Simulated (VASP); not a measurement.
Si2F:

```xyz
6
Lattice="3.5766 0.0000 0.0000 1.7883 -7.0956 0.0000 0.0000 0.0000 -3.5285" Properties=species:S:1:pos:R:3 pbc="T T T"
Si    3.5766   -3.5478   -2.6464
Si    1.7883   -3.5478   -0.8821
Si    1.7883   -0.8657   -2.6464
Si    3.5766   -6.2299   -0.8821
F     1.7883   -5.6197   -2.6464
F     3.5766   -1.4759   -0.8821
```

```yaml
Program: VASP 6.6.1
Task: relaxation of cell and atoms
Functional: PBE
Potentials_or_basis: VASP PAW PBE potentials, release 64 (Si, F_h)
Cutoff: 1350 eV
k_mesh: 5 × 5 × 5
Occupations: methfessel-paxton, width 0.029 eV
Spin: no spin polarisation
```

At the start: pressure 0.3 GPa; volume 14.92 Å³/atom.

Problem. Where does the relaxation end?

Solution. Over 56 steps the energy falls by 390.2 meV/atom and the volume is 13.77 Å³/atom (-7.7 %); space group Cmcm (No. 63, to 0.1 Å) before and after.

The path:
| step | energy change (eV) | largest force (eV/Å) | pressure (GPa) | volume (Å³) |
| --- | --- | --- | --- | --- |
| 1 | 0.0000 | 0.6326 | 0.26 | 89.55 |
| 3 | -0.3461 | 0.6338 | -2.49 | 90.65 |
| 5 | 0.3055 | 2.4587 | -5.54 | 92.28 |
| 7 | -0.9324 | 0.6204 | -7.02 | 91.47 |
| 9 | -0.9314 | 0.9682 | -3.23 | 85.86 |
| 11 | -1.0930 | 0.6470 | -4.72 | 87.70 |
| 13 | -1.1427 | 0.6421 | 6.97 | 78.62 |
| 15 | -1.2385 | 0.6412 | 1.15 | 82.40 |
| 17 | -1.3111 | 0.7750 | 0.93 | 82.84 |
| 19 | -1.6837 | 0.6858 | 0.75 | 84.78 |
| 21 | -1.9047 | 0.4930 | -0.28 | 86.13 |
| 23 | -1.9070 | 0.6177 | -0.30 | 86.83 |
| 25 | -1.9703 | 0.4274 | -0.16 | 86.63 |
| 27 | -2.0004 | 0.3944 | -0.04 | 86.64 |
| 29 | -2.0365 | 0.3478 | -0.36 | 86.63 |
| 31 | -2.0782 | 0.1534 | -0.70 | 85.85 |
| 33 | -2.0863 | 0.1430 | -0.83 | 85.41 |
| 35 | -2.1602 | 0.6988 | 3.12 | 79.90 |
| 37 | -2.1625 | 0.7242 | 3.70 | 79.45 |
| 39 | -2.1655 | 0.7468 | 4.02 | 79.19 |
| 41 | -2.1700 | 0.7781 | 4.49 | 78.83 |
| 43 | -2.1891 | 0.7470 | 4.15 | 79.06 |
| 45 | -2.2512 | 0.6142 | 2.89 | 79.98 |
| 47 | -2.3001 | 0.1938 | -1.22 | 83.66 |
| 49 | -2.3221 | 0.2869 | -0.07 | 82.47 |
| 51 | -2.3404 | 0.0158 | 0.01 | 82.81 |
| 53 | -2.3413 | 0.0144 | -0.06 | 82.77 |
| 55 | -2.3414 | 0.0111 | -0.04 | 82.72 |
| 56 | -2.3415 | 0.0079 | 0.03 | 82.64 |

Final structure:
```
Si F
1.0
     3.97094    0.00000    0.00000
     1.98547   -8.21941    0.00000
     0.00000    0.00000   -2.53189
Si F
4 2
Direct
  0.71592 0.56817 0.75000
  0.28408 0.43183 0.25000
  0.42636 0.14728 0.75000
  0.57364 0.85272 0.25000
  0.07914 0.84171 0.75000
  0.92086 0.15829 0.25000
```

Caveat: the k points lie up to 0.50 Å⁻¹ apart in the final cell, too coarse for converged energies and pressures of a metal; a cell axis changed by over 15 % at a fixed basis, so the end point is rough.
